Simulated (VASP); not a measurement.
Set up this calculation in VASP 6.6.1, as the native input.

```
Task                   : single point
Functional             : PBE
Potentials or basis    : VASP PAW PBE potentials, release 64 (Al)
Cutoff                 : 520 eV
k mesh                 : 16 × 16 × 16
Occupations            : gaussian, width 0.1 eV
Spin                   : no spin polarisation
Dipole correction      : no
Further INCAR settings : ALGO = Fast; EDIFF = 1e-06; NBANDS = 8
```

The structure of Al lies in POSCAR:

```
Al
1.0
    0.0000000000      1.8955179894      2.0169567894
    2.0169567894      0.0000000000      2.0169567894
    2.0169567894      1.8955179894      0.0000000000
Al
1
Direct
    0.0000000000      0.0000000000      0.0000000000
```

This cell differs from its parent crystal: strained.

The input as run:

INCAR

```
PREC = Accurate
ENCUT = 520
EDIFF = 1E-6
ISMEAR = 0
SIGMA = 0.1
LREAL = False
LASPH = True
NELM = 80
ALGO = Fast
ISIF = 2
LWAVE = False
LCHARG = False
GGA = PE
NBANDS = 8
```

KPOINTS

```
Automatic mesh
0
Gamma
  16 16 16
```

Potentials or basis: VASP PAW PBE potentials, release 64 (Al).

Command:

```sh
$ cat potpaw_PBE.64/Al/POTCAR > POTCAR
$ mpirun -np 1 vasp_std > vasp.out
```

Results of the run:

```
Pressure : 6.5 GPa
```

Caveat: the cell differs from its parent crystal (strained).

It took 36 s on 1 thread of Intel(R) Xeon(R) Platinum 8259CL CPU @ 2.50GHz (Skylake/Cascade Lake), on a shared host, peak memory 0.16 GiB.
